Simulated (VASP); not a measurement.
Crystal: Sc.

```xyz
2
Lattice="3.3309 0.0000 0.0000 -1.6655 2.8847 0.0000 0.0000 0.0000 5.3082" Properties=species:S:1:pos:R:3 pbc="T T T"
Sc    1.6655    0.9616    3.9812
Sc    0.0000    1.9231    1.3271
```

Program: VASP 6.6.1. Alike in all runs: task single point; no spin polarisation; cell as given; k mesh 9 × 9 × 5; cutoff (eV) 520; smearing fermi-dirac 0.05 eV.

Problem. Order these runs on this cell by their pressure, lowest first.
A. level LDA; potentials or basis VASP PAW LDA potentials, release 64 (Sc_sv)
B. level PBEsol; potentials or basis VASP PAW PBE potentials, release 64 (Sc_sv)
C. level r2SCAN; potentials or basis VASP PAW PBE potentials, release 64 (Sc_sv)

Solution. A (-6.1 GPa), B (-3.7 GPa), C (-0.9 GPa).

Caveats: the PAW data sets were made with another functional, which shifts forces and pressure a little (some runs).
